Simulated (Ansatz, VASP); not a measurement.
Given: the input of a run of Ansatz 0.2.0 on Zn.

input

```
crystal:
  lattice:
    - [-1.5896845915, 1.5896845915, 1.5896845915]
    - [1.5896845915, -1.5896845915, 1.5896845915]
    - [1.5896845915, 1.5896845915, -1.5896845915]
  atoms:
    - { symbol: Zn, position: [0.0, 0.0, 0.0] }
hamiltonian:
  xc: hse06
  pseudopotentials: { kind: paw }
kpoints:
  mp_grid: { grid: [8, 8, 8] }
scf:
  occupations: { method: fermi_dirac, width: 0.05 }
output:
  forces: true
  stress: true
  eigenvalues: true
```

Problem. Set up the same calculation for VASP 6.6.1. Potentials there: VASP PAW PBE potentials, release 64 (Zn).

Solution. As run (the cutoff follows the program's own potentials):

Contents of POSCAR:

```
Zn
1.0
   -1.5896845915      1.5896845915      1.5896845915
    1.5896845915     -1.5896845915      1.5896845915
    1.5896845915      1.5896845915     -1.5896845915
Zn
1
Direct
    0.0000000000      0.0000000000      0.0000000000
```

File INCAR.step1:

```
ALGO     = Normal         # electronic algorithm
EDIFF    = 1E-5           # SCF threshold, eV
ENCUT    = 520            # plane-wave cutoff, eV
GGA      = PE             # functional
ISIF     = 2              # what is computed and relaxed
ISMEAR   = -1             # smearing method
LASPH    = True           # aspherical terms in the spheres
LREAL    = False          # projectors in reciprocal space
LWAVE    = True           # write WAVECAR
NBANDS   = 12             # bands
NELM     = 60             # most SCF steps
PREC     = Accurate       # precision mode
SIGMA    = 0.05           # smearing width, eV
```

INCAR.step2

```
ALGO     = Normal         # electronic algorithm
EDIFF    = 1E-6           # SCF threshold, eV
ENCUT    = 520            # plane-wave cutoff, eV
GGA      = PE             # functional
HFSCREEN = 0.2079         # screening, 1/A
ISIF     = 2              # what is computed and relaxed
ISMEAR   = -1             # smearing method
ISTART   = 1            
LASPH    = True           # aspherical terms in the spheres
LCHARG   = True           # write CHGCAR
LELF     = True           # ELF
LHFCALC  = True           # exact exchange
LREAL    = False          # projectors in reciprocal space
LVHAR    = True         
LWAVE    = False          # write WAVECAR
NBANDS   = 12             # bands
NELM     = 60             # most SCF steps
PREC     = Accurate       # precision mode
PRECFOCK = Normal       
SIGMA    = 0.05           # smearing width, eV
```

KPOINTS

```
k-points
0
Gamma
  8 8 8
```

Potentials or basis: VASP PAW PBE potentials, release 64 (Zn).

The run is started by

```console
$ cat potpaw_PBE.64/Zn/POTCAR > POTCAR
$ cp INCAR.step1 INCAR
$ mpirun -np 1 vasp_std > vasp.out
$ cp INCAR.step2 INCAR
$ mpirun -np 1 vasp_std > vasp.out
```

Both were run:

|  | VASP | Ansatz | Ansatz less VASP |
| --- | --- | --- | --- |
| gap on the k mesh at the Fermi level (eV) | none | none | - |
| pressure (GPa) | -3.7 | -3.6 | +0.04 |

A gap of «none» marks a metal or a gap that the smearing closes. The functional is the same, so the differences come from potentials, cutoffs and numerics.
